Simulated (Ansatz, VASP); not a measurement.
Two plane-wave programs on SiC

```
Si C
1.0
     1.51810   -2.63145    0.00000
     1.51810    2.63145    0.00000
     0.00000    0.00000   14.91752
Si C
6 6
Direct
  0.16666 0.83334 0.85772
  0.83334 0.16666 0.35772
  0.50011 0.49989 0.52451
  0.49989 0.50011 0.02451
  0.83344 0.16656 0.69122
  0.16656 0.83344 0.19122
  0.50018 0.49982 0.64981
  0.49982 0.50018 0.14981
  0.16662 0.83338 0.98268
  0.83338 0.16662 0.48268
  0.83340 0.16660 0.81619
  0.16660 0.83340 0.31619
```

Change from the starting cell: volume scaled by 0.96.

Alike in both runs: task electric field gradients; functional PBE; k mesh 10 × 10 × 2; occupations fermi-dirac, width 0.02 eV; no spin polarisation.

|  | VASP | Ansatz |
| --- | --- | --- |
| version | VASP 6.6.1 | Ansatz 0.2.0 |
| potentials or method | VASP PAW PBE potentials, release 64 (Si, C) | plane-wave PAW, scalar-relativistic |
| plane-wave cutoff (eV) | 520 | 420 |
| valence electrons in the cell | 48 | 48 |

Ansatz gave:

- gap on the k mesh at the Fermi level (eV): 2.01
- pressure (GPa): 13.2
- traceless stress, the component that is largest in VASP (GPa): -0.42
- rms of the force components (eV/Å): 0.004
- size of Vzz on the site where it differs most (V/Å²): 0.6

Question: Estimate VASP's values.

Answer: gap on the k mesh at the Fermi level (eV): 2.00; pressure (GPa): 13.1; traceless stress, the component that is largest in VASP (GPa): -0.41; rms of the force components (eV/Å): 0.004; size of Vzz on the site where it differs most (V/Å²): 0.4.

Atom by atom the forces differ by 0.000 eV/Å (rms over components).
